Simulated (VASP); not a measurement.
# Al3Ni2 (P-3m1) in VASP: further runs, part 2 of 2

VASP 6.6.1. The steps go on from the part before.

## (4) Single point, PBEsol, collinear spin, ferromagnetic start

This run uses another cell than the first one, of 13.22 Å³/atom, 1.043 times its volume.

Input file INCAR:

```
PREC = Accurate
ENCUT = 520
EDIFF = 1E-6
ISMEAR = -1
SIGMA = 0.05
LREAL = False
LASPH = True
NELM = 150
ALGO = Normal
ISIF = 2
LWAVE = False
LCHARG = False
ISPIN = 2
MAGMOM = 1 1 0 0 0
LORBIT = 11
LMAXMIX = 4
GGA = PS
NBANDS = 26
```

Input file KPOINTS:

```
regular mesh
0
Gamma
  8 8 6
```

Input file POSCAR:

```
Al3Ni2
1.0
    3.9673882383      0.0000000000      0.0000000000
   -1.9836941192      3.4358590010      0.0000000000
    0.0000000000      0.0000000000      4.8481035499
Ni Al
2 3
Direct
    0.6666666667      0.3333333333      0.8534280000
    0.3333333333      0.6666666667      0.1465720000
    0.6666666667      0.3333333333      0.3519170000
    0.3333333333      0.6666666667      0.6480830000
    0.0000000000      0.0000000000      0.0000000000
```

Potentials or basis: VASP PAW PBE potentials, release 64 (Ni, Al).

Started as:

```console
cat potpaw_PBE.64/Ni/POTCAR potpaw_PBE.64/Al/POTCAR > POTCAR
mpirun -np 1 vasp_std > vasp.out
```

OUTCAR:

```text
PREC = Accurate
   ENCUT = 520
   EDIFF = 1E-6
   ISMEAR = -1
   LREAL = False
   LASPH = True
   NELM = 150
   ISIF = 2
   ISPIN = 2
   LORBIT = 11
   GGA = PS

 ion  position               nearest neighbor table
   1  0.667  0.333  0.853-   5 2.40   5 2.40   5 2.40   3 2.42   3 2.43   4 2.50   4 2.50   4 2.50
                             2 2.70   2 2.70   2 2.70
   2  0.333  0.667  0.147-   5 2.40   5 2.40   5 2.40   4 2.42   4 2.43   3 2.50   3 2.50   3 2.50
                             1 2.70   1 2.70   1 2.70
   3  0.667  0.333  0.352-   1 2.42   1 2.43   2 2.50   2 2.50   2 2.50   4 2.70   4 2.70   4 2.70
                             5 2.86   5 2.86   5 2.86
   4  0.333  0.667  0.648-   2 2.42   2 2.43   1 2.50   1 2.50   1 2.50   3 2.70   3 2.70   3 2.70
                             5 2.86   5 2.86   5 2.86
   5  0.000  0.000  0.000-   1 2.40   2 2.40   2 2.40   1 2.40   1 2.40   2 2.40   3 2.86   4 2.86
                             3 2.86   4 2.86   3 2.86   4 2.86

  LATTYP: Found a hexagonal cell.
[... 1616 lines left out ...]
  --------------------------------------------------------------------------------------
  -------------------------------------------------------------------------------------
  Total        1.3223325      1.3223325      1.2525814     -0.0000000     -0.0000000      0.0000000
  in kB       32.0582153     32.0582153     30.3671907     -0.0000000     -0.0000000      0.0000000
  external PRESSURE =      31.4945404 kB  Pullay stress =       0.0000000 kB

 VOLUME and BASIS-vectors are now :
 -----------------------------------------------------------------------------
  energy-cutoff  :      520.00
  volume of cell :       66.09
      direct lattice vectors                 reciprocal lattice vectors
     3.967388238  0.000000000  0.000000000     0.252054989  0.145524016  0.000000000
    -1.983694119  3.435859001  0.000000000     0.000000000  0.291048032  0.000000000
     0.000000000  0.000000000  4.848103550     0.000000000  0.000000000  0.206266221

 POSITION                                       TOTAL-FORCE (eV/Angst)
 -----------------------------------------------------------------------------------
      1.98369      1.14529      4.13751        -0.000000      0.000000      0.012575
     -0.00000      2.29057      0.71060         0.000000     -0.000000     -0.012575
      1.98369      1.14529      1.70613         0.000000     -0.000000      0.044709
     -0.00000      2.29057      3.14197        -0.000000      0.000000     -0.044709
      0.00000      0.00000      0.00000         0.000000      0.000000      0.000000
 -----------------------------------------------------------------------------------
    total drift:                                0.000000     -0.000000      0.000000

  FREE ENERGIE OF THE ION-ELECTRON SYSTEM (eV)
  ---------------------------------------------------
  free  energy   TOTEN  =       -27.6493452079 eV

  energy  without entropy=      -27.6390829099  energy(sigma->0) =      -27.64421406

 total charge

# of ion       s       p       d       tot
------------------------------------------
    1        0.531   0.623   8.457   9.610
    2        0.531   0.623   8.457   9.610
    3        0.399   0.409   0.000   0.808
    4        0.399   0.409   0.000   0.808
    5        0.413   0.417   0.000   0.830
--------------------------------------------------
tot          2.272   2.482  16.913  21.667

 magnetization (x)

# of ion       s       p       d       tot
------------------------------------------
    1       -0.000  -0.000   0.000  -0.000
    2       -0.000  -0.000   0.000  -0.000
    3        0.000  -0.000   0.000   0.000
    4        0.000  -0.000   0.000   0.000
    5        0.000  -0.000   0.000  -0.000
--------------------------------------------------
tot          0.000  -0.000   0.000  -0.000
```

stdout:

```text
POSCAR found type information on POSCAR NiAl
 POSCAR found :  2 types and       5 ions
 scaLAPACK will be used
 -----------------------------------------------------------------------------
|                                                                             |
|                                                                             |
|     You enforced a specific xc type in the INCAR file but a different       |
|     I HOPE YOU KNOW WHAT YOU ARE DOING!                                     |
|                                                                             |
 -----------------------------------------------------------------------------

 LDA part: xc-table for (Slater+PW92), standard interpolation
 POSCAR, INCAR and KPOINTS ok, starting setup
 FFT: planning ... GRIDC
 FFT: planning ... GRID_SOFT
 FFT: planning ... GRID
 WAVECAR not read
 entering main loop
```

Wall time 6.7 min (1 thread of AMD EPYC 7R13, shared host); peak memory 0.25 GiB.

Results:

| Item | Value |
| --- | --- |
| Free energy | -27.6493 eV |
| Pressure | 3.1 GPa |
| Largest force | 0.045 eV/Å |
| Net moment | 0.00 μB per cell |
| Valence electrons inside the program's atomic spheres | Ni 9.61; Al 0.81, 0.83 |

Forces in eV/Å, atoms in the order of the input:
```
Ni   0.000  0.000  0.013
Ni   0.000  0.000 -0.013
Al   0.000  0.000  0.045
Al   0.000  0.000 -0.045
Al   0.000  0.000  0.000
```

Stress tensor (GPa, compression positive):
```
3.21 0.00 0.00
0.00 3.21 0.00
0.00 0.00 3.04
```

Caveat: the PAW data sets were made with another functional, which shifts forces and pressure a little.

## (5) Single point, PBEsol, collinear spin, ferromagnetic start

This run uses another cell than the first one, of 13.49 Å³/atom, 1.064 times its volume.

Input file INCAR:

```
PREC = Accurate
ENCUT = 520
EDIFF = 1E-6
ISMEAR = -1
SIGMA = 0.05
LREAL = F
LASPH = T
NELM = 150
ALGO = Fast
ISIF = 2
LWAVE = F
LCHARG = T
ISPIN = 2
MAGMOM = 1 1 0 0 0
LORBIT = 11
LMAXMIX = 4
GGA = PS
LELF = T
LVHAR = T
NBANDS = 26
```

Input file KPOINTS:

```
Automatic mesh
0
Gamma
  8 8 6
```

Edit POSCAR of step 4 so:

```diff
@@ -2,5 +2,5 @@
 1.0
-    3.9673882383      0.0000000000      0.0000000000
-   -1.9836941192      3.4358590010      0.0000000000
-    0.0000000000      0.0000000000      4.8481035499
+    3.9941957288      0.0000000000      0.0000000000
+   -1.9970978644      3.4590749688      0.0000000000
+    0.0000000000      0.0000000000      4.8808620000
 Ni Al
```

Started as:

```console
cat potpaw_PBE.64/Ni/POTCAR potpaw_PBE.64/Al/POTCAR > POTCAR
mpirun -np 1 vasp_std > vasp.out
```

Run time: 6.2 min. Hardware: 1 thread of AMD EPYC 7R13, shared host; peak memory 0.25 GiB.

Results (log left out):

| Property | Result |
| --- | --- |
| Free energy | -27.6625 eV |
| Pressure | 0.1 GPa |
| Largest force | 0.035 eV/Å |
| Net moment | 0.00 μB per cell |
| Valence electrons inside the program's atomic spheres | Ni 9.57; Al 0.80, 0.82 |

Forces in eV/Å, atoms in the order of the input:
```
Ni   0.000  0.000  0.035
Ni   0.000  0.000 -0.035
Al   0.000  0.000  0.012
Al   0.000  0.000 -0.012
Al   0.000  0.000  0.000
```

Stress tensor (GPa, compression positive):
```
 0.24  0.00  0.00
 0.00  0.24  0.00
 0.00  0.00 -0.07
```

Levels at points of the mesh, in eV from the Fermi level:
Spin up:
```
           k point  band 13  band 14  band 15  band 16  band 17  band 18
(0.00, 0.00, 0.00)    -1.24     1.38     1.38     3.26     3.26     4.49
(0.50, 0.00, 0.00)    -1.51    -1.50    -1.19     1.40     2.12     2.31
(0.00, 0.00, 0.50)     2.83     2.83     2.96     2.96     3.30     4.26
(0.50, 0.00, 0.50)    -1.67    -1.01    -0.25     1.61     2.22     3.34
```
Spin down:
| k point | band 12 | band 13 | band 14 | band 15 | band 16 | band 17 | band 18 | band 19 |
| --- | --- | --- | --- | --- | --- | --- | --- | --- |
| (0.00, 0.00, 0.00) | -1.61 | -1.24 | 1.38 | 1.38 | 3.26 | 3.26 | 4.49 | 4.85 |
| (0.50, 0.00, 0.00) | -1.80 | -1.51 | -1.50 | -1.19 | 1.40 | 2.12 | 2.31 | 4.79 |
| (0.00, 0.00, 0.50) | -1.72 | 2.83 | 2.83 | 2.96 | 2.96 | 3.30 | 4.26 | 4.47 |
| (0.50, 0.00, 0.50) | -1.72 | -1.67 | -1.01 | -0.25 | 1.61 | 2.22 | 3.34 | 6.40 |

Caveat: the PAW data sets were made with another functional, which shifts forces and pressure a little.

## (6) The runs side by side

```csv
cell,gap on the mesh (eV),pressure (GPa),moment (μB),largest force (eV/Å)
"a = 3.913, b = 3.913, c = 4.781 Å, angles 90.0, 90.0, 120.0°, 5 atoms",none,10.2,0.00,0.12
"a = 3.940, b = 3.940, c = 4.815 Å, angles 90.0, 90.0, 120.0°, 5 atoms",none,6.5,0.00,0.08
"a = 3.967, b = 3.967, c = 4.848 Å, angles 90.0, 90.0, 120.0°, 5 atoms",none,3.1,0.00,0.04
"a = 3.994, b = 3.994, c = 4.881 Å, angles 90.0, 90.0, 120.0°, 5 atoms",none,0.1,0.00,0.04
```

Alike in all rows: task single point; level PBEsol; potentials or basis VASP PAW PBE potentials, release 64 (Ni, Al); spin collinear, ferromagnetic start; k mesh 8 × 8 × 6; cutoff (eV) 520; smearing fermi-dirac 0.05 eV.

Caveats: the PAW data sets were made with another functional, which shifts forces and pressure a little.

Total energies depend on the potentials used, so only differences within one code and one set of settings carry meaning.
